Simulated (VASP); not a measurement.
# MgS (P6_3/mmc) in VASP: single point with PBE

Aim: the single point of MgS with PBE.

All numbers are computed with VASP 6.6.1; they aren't measurements. Logs are shortened: lines on timing, memory, paths and dates and some standing lists are left out, and cuts for length are marked.

## Step 1: The cell of the first run

The structure is hexagonal, space group P6_3/mmc (No. 194). The conventional cell has a = 3.645 Å, b = 3.645 Å, c = 6.147 Å, α = 90.00°, β = 90.00°, γ = 120.00°. Mg (site symmetry -3m) has 6 S at 2.61 Å and 2 Mg at 3.07 Å within 3.4 Å. Within 3.4 Å of S (site symmetry -6m2) lie 6 Mg at 2.61 Å.

## Step 2: Single point, PBE

File INCAR:

```
PREC = Accurate ; ENCUT = 600
EDIFF = 1E-6 ; ISMEAR = 0
SIGMA = 0.01 ; LREAL = F
LASPH = T ; NELM = 120
ALGO = Normal ; ISIF = 2
LWAVE = F ; LCHARG = T
GGA = PE ; LELF = T
LVHAR = T ; NBANDS = 16
GGA_COMPAT = F
```

File KPOINTS:

```
regular mesh
0
Gamma
  6 6 2
```

File POSCAR:

```
MgS
1.0
    3.6454348051      0.0000000000      0.0000000000
   -1.8227174025      3.1570391490      0.0000000000
    0.0000000000      0.0000000000      6.1473560890
Mg S
2 2
Direct
    0.0000000000      0.0000000000      0.0000000000
    0.0000000000      0.0000000000      0.5000000000
    0.3333333333      0.6666666667      0.2500000000
    0.6666666667      0.3333333333      0.7500000000
```

Potentials or basis: VASP PAW PBE potentials, release 64 (Mg, S).

On the command line:

```sh
$ cat potpaw_PBE.64/Mg/POTCAR potpaw_PBE.64/S/POTCAR > POTCAR
$ mpirun -np 1 vasp_std > vasp.out
```

OUTCAR:

```text
PREC = Accurate
   ENCUT = 600
   EDIFF = 1E-6
   ISMEAR = 0
   LREAL = F
   LASPH = T
   NELM = 120
   ISIF = 2
   GGA = PE

 ion  position               nearest neighbor table
   1  0.000  0.000  0.000-   3 2.61   4 2.61   3 2.61   4 2.61   4 2.61   3 2.61   2 3.07   2 3.07

   2  0.000  0.000  0.500-   3 2.61   4 2.61   3 2.61   4 2.61   4 2.61   3 2.61   1 3.07   1 3.07

   3  0.333  0.667  0.250-   1 2.61   2 2.61   1 2.61   2 2.61   1 2.61   2 2.61
   4  0.667  0.333  0.750-   1 2.61   2 2.61   1 2.61   2 2.61   1 2.61   2 2.61

  LATTYP: Found a hexagonal cell.
 ALAT       =     3.6454348051
 C/A-ratio  =     1.6863162881

  Lattice vectors:

 A1 = (   3.6454348051,   0.0000000000,   0.0000000000)
 A2 = (  -1.8227174025,   3.1570391490,   0.0000000000)
 A3 = (   0.0000000000,   0.0000000000,   6.1473560890)

Analysis of symmetry for initial positions (statically):
=====================================================================
 Subroutine PRICEL returns:
 Original cell was already a primitive cell.

 Routine SETGRP: Setting up the symmetry group for a
 hexagonal supercell.

 Subroutine GETGRP returns: Found 24 space group operations
 (whereof 12 operations were pure point group operations)
 out of a pool of 24 trial point group operations.

The static configuration has the point symmetry D_3d.
 The point group associated with its full space group is D_6h.

Analysis of symmetry for dynamics (positions and initial velocities):
=====================================================================
 Subroutine PRICEL returns:
 Original cell was already a primitive cell.

 Routine SETGRP: Setting up the symmetry group for a
 hexagonal supercell.

 Subroutine GETGRP returns: Found 24 space group operations
 (whereof 12 operations were pure point group operations)
 out of a pool of 24 trial point group operations.

The dynamic configuration has the point symmetry D_3d.
 The point group associated with its full space group is D_6h.

 Subroutine INISYM returns: Found 24 space group operations
 (whereof 12 operations are pure point group operations),
 and found     1 'primitive' translations

----------------------------------------------------------------------------------------

                                     Primitive cell

  volume of cell :      70.7486

  direct lattice vectors                    reciprocal lattice vectors
     3.645434805  0.000000000  0.000000000     0.274315700  0.158376243  0.000000000
    -1.822717402  3.157039149  0.000000000     0.000000000  0.316752486  0.000000000
     0.000000000  0.000000000  6.147356089     0.000000000  0.000000000  0.162671559

  length of vectors
     3.645434805  3.645434805  6.147356089     0.316752486  0.316752486  0.162671559

  position of ions in fractional coordinates (direct lattice)
     0.000000000  0.000000000  0.000000000
     0.000000000  0.000000000  0.500000000
     0.333333333  0.666666667  0.250000000
     0.666666667  0.333333333  0.750000000

  ion indices of the primitive-cell ions
   primitive index   ion index
                 1           1
                 2           2
                 3           3
                 4           4

----------------------------------------------------------------------------------------

 KPOINTS: regular mesh

Automatic generation of k-mesh.
 Grid dimensions read from file:
 generate k-points for:    6    6    2

 Generating k-lattice:

  Cartesian coordinates                     Fractional coordinates (reciprocal lattice)
     0.045719283  0.026396041  0.000000000     0.166666667  0.000000000  0.000000000
     0.000000000  0.052792081  0.000000000     0.000000000  0.166666667  0.000000000
     0.000000000  0.000000000  0.081335780     0.000000000  0.000000000  0.500000000

  Length of vectors
     0.052792081  0.052792081  0.081335780

  Shift w.r.t. Gamma in fractional coordinates (k-lattice)
     0.000000000  0.000000000  0.000000000

 Subroutine IBZKPT returns following result:
 ===========================================

 Found     14 irreducible k-points:

 Following reciprocal coordinates:
            Coordinates               Weight
  0.000000  0.000000  0.000000      1.000000
  0.166667  0.000000  0.000000      6.000000
  0.333333 -0.000000  0.000000      6.000000
  0.500000  0.000000  0.000000      3.000000
  0.166667  0.166667  0.000000      6.000000
  0.333333  0.166667  0.000000     12.000000
  0.333333  0.333333  0.000000      2.000000
  0.000000  0.000000  0.500000      1.000000
  0.166667  0.000000  0.500000      6.000000
  0.333333 -0.000000  0.500000      6.000000
  0.500000  0.000000  0.500000      3.000000
  0.166667  0.166667  0.500000      6.000000
  0.333333  0.166667  0.500000     12.000000
  0.333333  0.333333  0.500000      2.000000
   k-points           NKPTS =     14   k-points in BZ     NKDIM =     14   number of bands    NBANDS=     16
   number of dos      NEDOS =    301   number of ions     NIONS =      4
   total plane-waves  NPLWV =  45000
   dimension x,y,z NGX =    30 NGY =   30 NGZ =   50
   dimension x,y,z NGXF=    60 NGYF=   60 NGZF=  100
   ions per type =               2   2
   NGX,Y,Z   is equivalent  to a cutoff of  13.68, 13.68, 13.52 a.u.
   NGXF,Y,Z  is equivalent  to a cutoff of  27.36, 27.36, 27.04 a.u.
 SYSTEM =  unknown system
   PREC   = accura    normal or accurate (medium, high low for compatibility)
   ISTART =      0    job   : 0-new  1-cont  2-samecut
   ICHARG =      2    charge: 1-file 2-atom 10-const
   ISPIN  =      1    spin polarized calculation?
   LNONCOLLINEAR =      F non collinear calculations
   LSORBIT =      F    spin-orbit coupling
   LASPH  =      T    aspherical Exc in radial PAW
   ENCUT  =  600.0 eV  44.10 Ry    6.64 a.u.   7.28  7.28 12.28*2*pi/ulx,y,z
   NELM   =    120;   NELMIN=  2; NELMDL= -5     # of ELM steps
   EDIFF  = 0.1E-05   stopping-criterion for ELM
   LREAL  =      F    real-space projection
   EDIFFG = 0.1E-04   stopping-criterion for IOM
   NSW    =      0    number of steps for IOM
   IBRION =     -1    ionic relax: 0-MD 1-quasi-New 2-CG
   NFREE  =      0    steps in history (QN), initial steepest desc. (CG)
   ISIF   =      2    stress and relaxation
   ISYM   =      2    0-nonsym 1-usesym 2-fastsym
   POTIM  = 0.5000    time-step for ionic-motion
   TEBEG  =    0.0;   TEEND  =   0.0 temperature during run
   PSTRESS=    0.0 pullay stress
   NELECT =      16.0000    total number of electrons
   NUPDOWN=      -1.0000    fix difference up-down
   EMIN   =  10.00;   EMAX   =-10.00  energy-range for DOS
   EFERMI =   0.00;   METHOD = LEGACY
   ISMEAR =     0;   SIGMA  =   0.01  broadening in eV -4-tet -1-fermi 0-gaus
   EFERMI_NEDOS =   21; number of points for ismear=-14 and -15
   IALGO  =     38    algorithm
   IMIX   =      4    mixing-type and parameters
     AMIX     =   0.40;   BMIX     =  1.00
     AMIX_MAG =   1.60;   BMIX_MAG =  1.00
  volume/ion in A,a.u.               =      17.69       119.36
  Fermi-wavevector in a.u.,A,eV,Ry     =   0.997414  1.884840 13.535556  0.994835
  Thomas-Fermi vector in A             =   2.129569
   LORBIT       =      0    0 simple, 1 ext, 2 COOP (PROOUT), +10 PAW based schemes
   GGA     = PE    functional components
   LHFCALC =     F    Hartree Fock is set to
   AEXX    =    0.0000 exact exchange contribution
   IVDW    =     0    specifies the selected vdW correction
   LEPSILON=     F    determine dielectric tensor
   LRPA    =     F    only Hartree local field effects (RPA)
 non-spin polarized calculation
 Gauss-broadening in eV      SIGMA  =   0.01
  energy-cutoff  :      600.00
  volume of cell :       70.75
 maximum number of plane-waves:      2387
 NGX is ok and might be reduce to    30
   NGX = 15   NGY = 15   NGZ = 25

 number of electron      16.0000000 magnetization

 Free energy of the ion-electron system (eV)
  ---------------------------------------------------
  ext. energy  EPLUGINS =         0.00000000
  ---------------------------------------------------
  free energy    TOTEN  =       -16.89706585 eV

  energy without entropy =      -16.89706585  energy(sigma->0) =      -16.89706585

 E-fermi :   3.8014     XC(G=0):  -9.6535

 val. band max:        3.7090847999   @ k =   0.0000   0.0000   0.0000
 cond. band min:       7.1133447319   @ k =   0.3333   0.3333   0.0000
 fundamental gap:      3.4042599321
 Fermi energy:         3.8014071728

 k-point     1 :       0.0000    0.0000    0.0000
  band No.  band energies     occupation
      1      -8.9846      2.00000
      2      -7.7823      2.00000
      3      -1.2327      2.00000
      4       3.2268      2.00000
      5       3.2268      2.00000
      6       3.4704      2.00000
[... 8 lines left out ...]
     15      12.2793      0.00000
     16      13.0429      0.00000

 k-point     2 :       0.1667    0.0000    0.0000
  band No.  band energies     occupation
      1      -8.7435      2.00000
      2      -7.6441      2.00000
      3      -0.9091      2.00000
      4       1.8918      2.00000
      5       2.4402      2.00000
      6       2.8657      2.00000
[... 8 lines left out ...]
     15      12.3823      0.00000
     16      12.5162      0.00000

 k-point     3 :       0.3333   -0.0000    0.0000
  band No.  band energies     occupation
      1      -8.1366      2.00000
      2      -7.3821      2.00000
      3      -0.0277      2.00000
      4      -0.0165      2.00000
      5       0.8043      2.00000
      6       2.3395      2.00000
[... 8 lines left out ...]
     15      12.7739      0.00000
     16      14.6692      0.00000
[... 172 lines left out ...]
 k-point    13 :       0.3333    0.1667    0.5000
  band No.  band energies     occupation
      1      -7.5089      2.00000
      2      -7.5089      2.00000
      3      -0.4481      2.00000
      4      -0.4481      2.00000
      5       1.3627      2.00000
      6       1.3627      2.00000
[... 8 lines left out ...]
     15      13.6799      0.00000
     16      13.6799      0.00000

 k-point    14 :       0.3333    0.3333    0.5000
  band No.  band energies     occupation
      1      -7.3622      2.00000
      2      -7.3622      2.00000
      3       0.0736      2.00000
      4       0.0736      2.00000
      5       0.1080      2.00000
      6       0.1080      2.00000
[... 8 lines left out ...]
     15      13.1641      0.00000
     16      13.1641      0.00000

------------------------ aborting loop because EDIFF is reached ----------------------------------------

  FORCE on cell =-STRESS in cart. coord.  units (eV):
  Direction    XX          YY          ZZ          XY          YZ          ZX
  --------------------------------------------------------------------------------------
  -------------------------------------------------------------------------------------
  Total        0.4426439      0.4426439      0.4047070      0.0000000     -0.0000000      0.0000000
  in kB       10.0241466     10.0241466      9.1650246      0.0000000     -0.0000000      0.0000000
  external PRESSURE =       9.7377726 kB  Pullay stress =       0.0000000 kB

 VOLUME and BASIS-vectors are now :
 -----------------------------------------------------------------------------
  energy-cutoff  :      600.00
  volume of cell :       70.75
      direct lattice vectors                 reciprocal lattice vectors
     3.645434805  0.000000000  0.000000000     0.274315700  0.158376243  0.000000000
    -1.822717402  3.157039149  0.000000000     0.000000000  0.316752486  0.000000000
     0.000000000  0.000000000  6.147356089     0.000000000  0.000000000  0.162671559

 POSITION                                       TOTAL-FORCE (eV/Angst)
 -----------------------------------------------------------------------------------
      0.00000      0.00000      0.00000        -0.000000      0.000000      0.000000
      0.00000      0.00000      3.07368        -0.000000      0.000000      0.000000
     -0.00000      2.10469      1.53684         0.000000     -0.000000      0.000000
      1.82272      1.05235      4.61052         0.000000      0.000000     -0.000000
 -----------------------------------------------------------------------------------
    total drift:                               -0.000000      0.000000     -0.000000

  FREE ENERGIE OF THE ION-ELECTRON SYSTEM (eV)
  ---------------------------------------------------
  free  energy   TOTEN  =       -16.8970658499 eV

  energy  without entropy=      -16.8970658499  energy(sigma->0) =      -16.89706585
```

Wall time 23 s (1 thread of Intel Xeon 6975P-C, shared host); peak memory 0.2 GiB.

What came out:

```
Free energy            : -16.8971 eV
Pressure               : 1.0 GPa
Band gap on the k mesh : 3.40 eV, indirect (least direct gap 3.53 eV)
```

Stress tensor (GPa, compression positive):
```
1.00 0.00 0.00
0.00 1.00 0.00
0.00 0.00 0.92
```

Levels at points of the mesh, in eV from the valence-band top:
| k point | band 5 | band 6 | band 7 | band 8 | band 9 | band 10 | band 11 | band 12 |
| --- | --- | --- | --- | --- | --- | --- | --- | --- |
| (0.00, 0.00, 0.00) | -0.48 | -0.24 | 0.00 | 0.00 | 3.53 | 4.65 | 6.81 | 7.83 |
| (0.50, 0.00, 0.00) | -2.85 | -1.70 | -1.58 | -0.61 | 4.05 | 4.40 | 4.93 | 6.95 |
| (0.00, 0.00, 0.50) | -0.25 | -0.25 | -0.25 | -0.25 | 4.81 | 4.81 | 7.57 | 7.57 |
| (0.50, 0.00, 0.50) | -1.51 | -1.51 | -1.15 | -1.15 | 4.00 | 4.00 | 5.30 | 5.30 |

Caveat: the k points lie up to 0.51 Å⁻¹ apart.
